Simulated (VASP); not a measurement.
# Zn2O (P3m1) in VASP: further runs, part 2 of 3

VASP 6.6.1.

## Step 4: Single point, PBE (13.46 Å³/atom)

This run uses another cell than the first one, of 13.46 Å³/atom.

The input, INCAR:

```
PREC     = Accurate       # precision mode
ENCUT    = 520            # plane-wave cutoff, eV
EDIFF    = 1E-6           # SCF threshold, eV
ISMEAR   = 0              # smearing method
SIGMA    = 0.1            # smearing width, eV
LREAL    = False          # projectors in reciprocal space
LASPH    = True           # aspherical terms in the spheres
NELM     = 60             # most SCF steps
ALGO     = Normal         # electronic algorithm
ISIF     = 2              # what is computed and relaxed
LWAVE    = False          # write WAVECAR
LCHARG   = False          # write CHGCAR
GGA      = PE             # functional
NBANDS   = 39             # bands
```

The input, KPOINTS:

```
regular mesh
0
Gamma
  12 12 4
```

The input, POSCAR:

```
Zn2O
1.0
    3.1287261378      0.0000000000      0.0000000000
   -1.5643630689      2.7095563168      0.0000000000
    0.0000000000      0.0000000000      9.5249960782
Zn O
4 2
Direct
    0.3333333333      0.6666666667      0.2740858982
    0.6666666667      0.3333333333      0.5704504596
    0.0000000000      0.0000000000      0.9864125371
    0.3333333333      0.6666666667      0.7903387010
    0.0000000000      0.0000000000      0.1902553554
    0.3333333333      0.6666666667      0.4774570488
```

Potentials or basis: VASP PAW PBE potentials, release 64 (Zn, O).

Launch:

```sh
> cat potpaw_PBE.64/Zn/POTCAR potpaw_PBE.64/O/POTCAR > POTCAR
> mpirun -np 1 vasp_std > vasp.out
```

OUTCAR:

```text
PREC = Accurate
   ENCUT = 520
   EDIFF = 1E-6
   ISMEAR = 0
   LREAL = False
   LASPH = True
   NELM = 60
   ISIF = 2
   GGA = PE

 ion  position               nearest neighbor table
   1  0.333  0.667  0.274-   6 1.94   5 1.97   5 1.97   5 1.97
   2  0.667  0.333  0.570-   6 2.01   6 2.01   6 2.01   4 2.77   4 2.77   4 2.77
   3  0.000  0.000  0.986-   5 1.94   4 2.60   4 2.60   4 2.60
   4  0.333  0.667  0.790-   3 2.60   3 2.60   3 2.60   2 2.77   2 2.77   2 2.77
   5  0.000  0.000  0.190-   3 1.94   1 1.97   1 1.97   1 1.97
   6  0.333  0.667  0.477-   1 1.94   2 2.01   2 2.01   2 2.01

  LATTYP: Found a hexagonal cell.
 ALAT       =     3.1287261378
 C/A-ratio  =     3.0443687490

  Lattice vectors:

 A1 = (   3.1287261378,   0.0000000000,   0.0000000000)
 A2 = (  -1.5643630689,   2.7095563168,   0.0000000000)
 A3 = (   0.0000000000,   0.0000000000,   9.5249960782)

Analysis of symmetry for initial positions (statically):
=====================================================================
 Subroutine PRICEL returns:
 Original cell was already a primitive cell.

 Routine SETGRP: Setting up the symmetry group for a
 hexagonal supercell.

 Subroutine GETGRP returns: Found  6 space group operations
 (whereof  6 operations were pure point group operations)
 out of a pool of 24 trial point group operations.

The static configuration has the point symmetry C_3v.

Analysis of symmetry for dynamics (positions and initial velocities):
=====================================================================
 Subroutine PRICEL returns:
 Original cell was already a primitive cell.

 Routine SETGRP: Setting up the symmetry group for a
 hexagonal supercell.

 Subroutine GETGRP returns: Found  6 space group operations
 (whereof  6 operations were pure point group operations)
 out of a pool of 24 trial point group operations.

The dynamic configuration has the point symmetry C_3v.

 Subroutine INISYM returns: Found  6 space group operations
 (whereof  6 operations are pure point group operations),
 and found     1 'primitive' translations

----------------------------------------------------------------------------------------

                                     Primitive cell

  volume of cell :      80.7478

  direct lattice vectors                    reciprocal lattice vectors
     3.128726138  0.000000000  0.000000000     0.319618898  0.184532057  0.000000000
    -1.564363069  2.709556317  0.000000000     0.000000000  0.369064113  0.000000000
     0.000000000  0.000000000  9.524996078     0.000000000  0.000000000  0.104986920

  length of vectors
     3.128726138  3.128726138  9.524996078     0.369064113  0.369064113  0.104986920

  position of ions in fractional coordinates (direct lattice)
     0.333333333  0.666666667  0.274085898
     0.666666667  0.333333333  0.570450460
     0.000000000  0.000000000  0.986412537
     0.333333333  0.666666667  0.790338701
     0.000000000  0.000000000  0.190255355
     0.333333333  0.666666667  0.477457049

  ion indices of the primitive-cell ions
   primitive index   ion index
                 1           1
                 2           2
                 3           3
                 4           4
                 5           5
                 6           6

[... 31 lines left out ...]
  0.250000  0.000000  0.000000      6.000000
  0.333333  0.000000  0.000000      6.000000
  0.416667 -0.000000  0.000000      6.000000
[... 16 lines left out ...]
  0.166667 -0.000000  0.250000      6.000000
  0.000000  0.166667  0.250000      6.000000
 [... further k-points ...]
   k-points           NKPTS =     69   k-points in BZ     NKDIM =     69   number of bands    NBANDS=     39
   number of dos      NEDOS =    301   number of ions     NIONS =      6
   total plane-waves  NPLWV =  41472
   dimension x,y,z NGX =    24 NGY =   24 NGZ =   72
   dimension x,y,z NGXF=    48 NGYF=   48 NGZF=  144
   ions per type =               4   2
   NGX,Y,Z   is equivalent  to a cutoff of  12.75, 12.75, 12.57 a.u.
   NGXF,Y,Z  is equivalent  to a cutoff of  25.50, 25.50, 25.13 a.u.
 SYSTEM =  unknown system
   PREC   = accura    normal or accurate (medium, high low for compatibility)
   ISTART =      0    job   : 0-new  1-cont  2-samecut
   ICHARG =      2    charge: 1-file 2-atom 10-const
   ISPIN  =      1    spin polarized calculation?
   LNONCOLLINEAR =      F non collinear calculations
   LSORBIT =      F    spin-orbit coupling
   LASPH  =      T    aspherical Exc in radial PAW
   ENCUT  =  520.0 eV  38.22 Ry    6.18 a.u.   5.82  5.82 17.71*2*pi/ulx,y,z
   NELM   =     60;   NELMIN=  2; NELMDL= -5     # of ELM steps
   EDIFF  = 0.1E-05   stopping-criterion for ELM
   LREAL  =      F    real-space projection
   EDIFFG = 0.1E-04   stopping-criterion for IOM
   NSW    =      0    number of steps for IOM
   IBRION =     -1    ionic relax: 0-MD 1-quasi-New 2-CG
   NFREE  =      0    steps in history (QN), initial steepest desc. (CG)
   ISIF   =      2    stress and relaxation
   ISYM   =      2    0-nonsym 1-usesym 2-fastsym
   POTIM  = 0.5000    time-step for ionic-motion
   TEBEG  =    0.0;   TEEND  =   0.0 temperature during run
   PSTRESS=    0.0 pullay stress
   NELECT =      60.0000    total number of electrons
   NUPDOWN=      -1.0000    fix difference up-down
   EMIN   =  10.00;   EMAX   =-10.00  energy-range for DOS
   EFERMI =   0.00;   METHOD = LEGACY
   ISMEAR =     0;   SIGMA  =   0.10  broadening in eV -4-tet -1-fermi 0-gaus
   EFERMI_NEDOS =   21; number of points for ismear=-14 and -15
   IALGO  =     38    algorithm
   IMIX   =      4    mixing-type and parameters
     AMIX     =   0.40;   BMIX     =  1.00
     AMIX_MAG =   1.60;   BMIX_MAG =  1.00
  volume/ion in A,a.u.               =      13.46        90.82
  Fermi-wavevector in a.u.,A,eV,Ry     =   1.482797  2.802080 29.914957  2.198687
  Thomas-Fermi vector in A             =   2.596538
   LORBIT       =      0    0 simple, 1 ext, 2 COOP (PROOUT), +10 PAW based schemes
   GGA     = PE    functional components
   LHFCALC =     F    Hartree Fock is set to
   AEXX    =    0.0000 exact exchange contribution
   IVDW    =     0    specifies the selected vdW correction
   LEPSILON=     F    determine dielectric tensor
   LRPA    =     F    only Hartree local field effects (RPA)
 non-spin polarized calculation
 Gauss-broadening in eV      SIGMA  =   0.10
  energy-cutoff  :      520.00
  volume of cell :       80.75
 maximum number of plane-waves:      2200
   NGX = 11   NGY = 11   NGZ = 35

 number of electron      59.9999966 magnetization

 Free energy of the ion-electron system (eV)
  ---------------------------------------------------
  ext. energy  EPLUGINS =         0.00000000
  ---------------------------------------------------
  free energy    TOTEN  =       -19.26811862 eV

  energy without entropy =      -19.26561028  energy(sigma->0) =      -19.26686445

 E-fermi :   2.5855     XC(G=0): -11.0166

 val. band max:        2.5807985068   @ k =   0.4167  -0.0000   0.0000
 cond. band min:       2.5978713704   @ k =   0.2500   0.2500   0.0000
 fundamental gap:      0.0170728636
 Fermi energy:         2.5854561567

 k-point     1 :       0.0000    0.0000    0.0000
  band No.  band energies     occupation
      1     -16.9356      2.00000
      2     -16.4562      2.00000
      3      -6.2584      2.00000
      4      -5.3316      2.00000
      5      -5.1584      2.00000
      6      -5.0242      2.00000
[... 997 lines left out ...]
     38      13.0819      0.00000
     39      13.7700      0.00000

 [... further k-points ...]

------------------------ aborting loop because EDIFF is reached ----------------------------------------

  FORCE on cell =-STRESS in cart. coord.  units (eV):
  Direction    XX          YY          ZZ          XY          YZ          ZX
  --------------------------------------------------------------------------------------
  -------------------------------------------------------------------------------------
  Total        1.5810410      1.5810410      1.6833825      0.0000000     -0.0000000      0.0000000
  in kB       31.3706249     31.3706249     33.4012602      0.0000000     -0.0000000      0.0000000
  external PRESSURE =      32.0475033 kB  Pullay stress =       0.0000000 kB

 VOLUME and BASIS-vectors are now :
 -----------------------------------------------------------------------------
  energy-cutoff  :      520.00
  volume of cell :       80.75
      direct lattice vectors                 reciprocal lattice vectors
     3.128726138  0.000000000  0.000000000     0.319618898  0.184532057  0.000000000
    -1.564363069  2.709556317  0.000000000     0.000000000  0.369064113  0.000000000
     0.000000000  0.000000000  9.524996078     0.000000000  0.000000000  0.104986920

 POSITION                                       TOTAL-FORCE (eV/Angst)
 -----------------------------------------------------------------------------------
     -0.00000      1.80637      2.61067         0.000000     -0.000000      0.002544
      1.56436      0.90319      5.43354        -0.000000     -0.000000      0.059463
      0.00000      0.00000      9.39558        -0.000000     -0.000000     -0.068472
     -0.00000      1.80637      7.52797        -0.000000      0.000000     -0.010070
      0.00000      0.00000      1.81218        -0.000000      0.000000      0.003494
     -0.00000      1.80637      4.54778         0.000000     -0.000000      0.013041
 -----------------------------------------------------------------------------------
    total drift:                               -0.000001      0.000001     -0.000546

  FREE ENERGIE OF THE ION-ELECTRON SYSTEM (eV)
  ---------------------------------------------------
  free  energy   TOTEN  =       -19.2681186236 eV

  energy  without entropy=      -19.2656102784  energy(sigma->0) =      -19.26686445
```

It took 3.1 min on 1 thread of Intel Xeon Platinum 8259CL at 2.50GHz (Skylake/Cascade Lake), shared host; peak memory 0.3 GiB.

What came out:

| Property | Result |
| --- | --- |
| Free energy | -19.2681 eV |
| Pressure | 3.2 GPa |
| Largest force | 0.068 eV/Å |
| Band gap on the k mesh | zero (bands 30 and 31 overlap by 0.72 eV) |

Forces on the atoms (eV/Å):
```
Zn   0.000  0.000  0.003
Zn   0.000  0.000  0.059
Zn   0.000  0.000 -0.068
Zn   0.000  0.000 -0.010
O    0.000  0.000  0.003
O    0.000  0.000  0.013
```

Caveat: the cell stands under pressure; semilocal functionals underestimate gaps, so a narrow gap can read as zero.

(Part 2 of 3 ends here.)
